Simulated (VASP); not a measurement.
Write the native input for VASP 6.6.1 that does the following.

| Property | Result |
| --- | --- |
| Task | single point |
| Functional | PBEsol |
| Potentials or basis | VASP PAW PBE potentials, release 64 (Au) |
| Cutoff | 520 eV |
| k mesh | 11 × 11 × 6 |
| Occupations | fermi-dirac, width 0.05 eV |
| Spin | no spin polarisation |
| Dipole correction | no |
| Further INCAR settings | ALGO = Fast; EDIFF = 1e-06; NBANDS = 18 |

The structure of Au lies in POSCAR:

```
Au
1.0
    2.8589522024      0.0000000000      0.0000000000
   -1.4294761012      2.4759252354      0.0000000000
    0.0000000000      0.0000000000      4.7557995001
Au
2
Direct
    0.6666666667      0.3333333333      0.2500000000
    0.3333333333      0.6666666667      0.7500000000
```

One way to write it, as run:

INCAR

```
SYSTEM = Au
  PREC = Accurate
  ENCUT = 520
  EDIFF = 1E-6
  ISMEAR = -1
  SIGMA = 0.05
  LREAL = .FALSE.
  LASPH = .TRUE.
  NELM = 80
  ALGO = Fast
  ISIF = 2
  LWAVE = .FALSE.
  LCHARG = .TRUE.
  GGA = PS
  LELF = .TRUE.
  LVHAR = .TRUE.
  NBANDS = 18
```

KPOINTS

```
Automatic mesh
0
G
  11 11 6
  0 0 0
```

Potentials or basis: VASP PAW PBE potentials, release 64 (Au).

The run is started by

```sh
$ cat potpaw_PBE.64/Au/POTCAR > POTCAR
$ mpirun -np 1 vasp_std > vasp.out
```

Results of the run:

- Pressure: 1.8 GPa
- Band gap on the k mesh: zero (band 11 reaches 13.21 eV, above the bottom of band 12 at 6.81 eV)

Caveat: the PAW data sets were made with another functional, which shifts forces and pressure a little; spin-orbit coupling is left out, which moves the levels of the heavy elements.

It took 21 s on 1 thread of AMD EPYC 9R45 96-Core Processor (Zen 5) (shared host), peak memory 0.14 GiB.
